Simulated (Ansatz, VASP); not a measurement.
# CaO: VASP beside Ansatz

INCAR

```
PREC = Accurate ; ENCUT = 600
EDIFF = 1E-6 ; ISMEAR = 0
SIGMA = 0.01 ; LREAL = F
LASPH = T ; NELM = 120
ALGO = Normal ; ISIF = 2
LWAVE = F ; LCHARG = F
GGA = CA ; NBANDS = 24
GGA_COMPAT = F
```

KPOINTS

```
Automatic mesh
0
Gamma
  4 4 3
```

The input POSCAR:

```
CaO
1.0
    3.9919758200      0.0000000000      0.0000000000
   -1.9959879100      3.4571524800      0.0000000000
    0.0000000000      0.0000000000      4.7848400100
Ca O
2 2
Direct
    0.3333333298      0.6666666696      0.7500000005
    0.6666666702      0.3333333304      0.2499999995
    0.3333333298      0.6666666696      0.2499999995
    0.6666666702      0.3333333304      0.7500000005
```

Input for Ansatz:

```yaml
crystal:
  lattice:
    - [3.99197582, 0.0, 0.0]
    - [-1.99598791, 3.45715248, 0.0]
    - [0.0, 0.0, 4.78484001]
  atoms:
    - { symbol: Ca, position: [0.3333333297695599, 0.6666666695592206, 0.7500000005224835] }
    - { symbol: Ca, position: [0.6666666702304401, 0.3333333304407794, 0.2499999994775165] }
    - { symbol: O, position: [0.3333333297695599, 0.6666666695592206, 0.2499999994775165] }
    - { symbol: O, position: [0.6666666702304401, 0.3333333304407794, 0.7500000005224835] }
basis:
  ecutwfc: 517.016338673772
kpoints:
  mp_grid:
    grid: [4, 4, 3]
hamiltonian:
  xc: lda
  pseudopotentials:
    kind: paw
scf:
  occupations:
    method: fixed
output:
  stress: true
```

Alike in both runs: task single point; functional LDA; k mesh 4 × 4 × 3; no spin polarisation.

|  | VASP | Ansatz |
| --- | --- | --- |
| version | VASP 6.6.1 | Ansatz 0.2.0 |
| potentials or method | VASP PAW LDA potentials, release 64 (Ca_sv, O), cutoff 600 eV | plane waves, PAW |
| occupations | gaussian, width 0.01 eV | fixed |
| valence electrons in the cell | 32 | 32 |

VASP gave:

| Property | Result |
| --- | --- |
| pressure (GPa) | -5.2 |
| traceless stress, the component that is largest in VASP (GPa) | -0.45 |

**Question.** Which values does Ansatz return?

**Answer.** Pressure (GPa): -5.7; traceless stress, the component that is largest in VASP (GPa): -0.48.

LDA's correlation is that of Perdew and Zunger in VASP and of Perdew and Wang (1992) in Ansatz.

The k mesh is coarse, so the values compare programs but aren't converged.
